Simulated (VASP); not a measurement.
Crystal: MgCd2S3.

```
CELL_PARAMETERS angstrom
4.00055 0.00000 0.00000
-2.00027 3.46458 0.00000
0.00000 0.00000 9.79931
ATOMIC_POSITIONS crystal
Mg 0.66667 0.33333 0.33333
Cd 0.00000 0.00000 0.00000
Cd 0.33333 0.66667 0.66667
S 0.33333 0.66667 0.91667
S 0.66667 0.33333 0.58333
S 0.00000 0.00000 0.25000
```

```yaml
Program: VASP 6.6.1
Task: relaxation of cell and atoms
Functional: PBE
Potentials_or_basis: VASP PAW PBE potentials, release 64 (Mg, Cd, S)
Cutoff: 600 eV
k_mesh: 6 × 6 × 2
Occupations: gaussian, width 0.1 eV
Spin: no spin polarisation
```

At the start: pressure 7.5 GPa; volume 22.64 Å³/atom.

Task: How do energy, volume and symmetry change on relaxing?

Result: Over 8 steps the energy falls by 64.0 meV/atom and the volume is 25.05 Å³/atom (+10.6 %); space group P3m1 (No. 156, to 0.1 Å) before and after.

The path:
| step | energy change (eV) | largest force (eV/Å) | pressure (GPa) | volume (Å³) |
| --- | --- | --- | --- | --- |
| 1 | 0.0000 | 0.8585 | 7.46 | 135.82 |
| 2 | -0.3169 | 0.2100 | -2.11 | 157.62 |
| 3 | -0.3561 | 0.3386 | -0.18 | 151.54 |
| 4 | -0.3671 | 0.2319 | -0.10 | 151.20 |
| 5 | -0.3795 | 0.1995 | 0.14 | 150.26 |
| 6 | -0.3837 | 0.0847 | -0.06 | 150.76 |
| 7 | -0.3839 | 0.0474 | -0.13 | 150.93 |
| 8 | -0.3842 | 0.0176 | 0.11 | 150.28 |

Final structure:
```
Mg Cd S
1.0
     4.14100    0.00000    0.00000
    -2.07050    3.58621    0.00000
     0.00000    0.00000   10.11964
Mg Cd S
1 2 3
Direct
  0.66667 0.33333 0.33106
  0.00000 0.00000 0.00584
  0.33333 0.66667 0.66307
  0.33333 0.66667 0.91642
  0.66667 0.33333 0.57415
  0.00000 0.00000 0.25947
```
